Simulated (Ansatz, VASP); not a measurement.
Two plane-wave programs on Ir

```
CELL_PARAMETERS angstrom
0.00000 1.92000 1.92000
1.92000 0.00000 1.92000
1.92000 1.92000 0.00000
ATOMIC_POSITIONS crystal
Ir 0.00000 0.00000 0.00000
```

Alike in both runs: task relaxation of cell and atoms; functional PBEsol; k mesh 18 × 18 × 18; occupations gaussian, width 0.1 eV; no spin polarisation.

|  | VASP | Ansatz |
| --- | --- | --- |
| version | VASP 6.6.1 | Ansatz 0.2.0 |
| potentials or method | VASP PAW PBE potentials, release 64 (Ir), cutoff 600 eV | scalar-relativistic, plane waves, PAW |
| valence electrons in the cell | 9 | 17 |

```csv
,VASP,Ansatz,Ansatz less VASP
"gap on the k mesh at the Fermi level, each at its own relaxed structure (eV)",none,none,-
relaxed volume (Å³/atom),14.09,14.05,-0.038
relaxed length of the cell vector where the two differ most in proportion (Å),2.711,2.708,-0.0025
```

VASP's potentials were made for PBE, not for PBEsol. A gap of «none» marks a metal or a gap that the smearing closes. VASP's potentials hold 9 valence electrons a cell and Ansatz's 17, so a difference there can come from the potentials and not from the codes.

Spin-orbit coupling is off throughout.
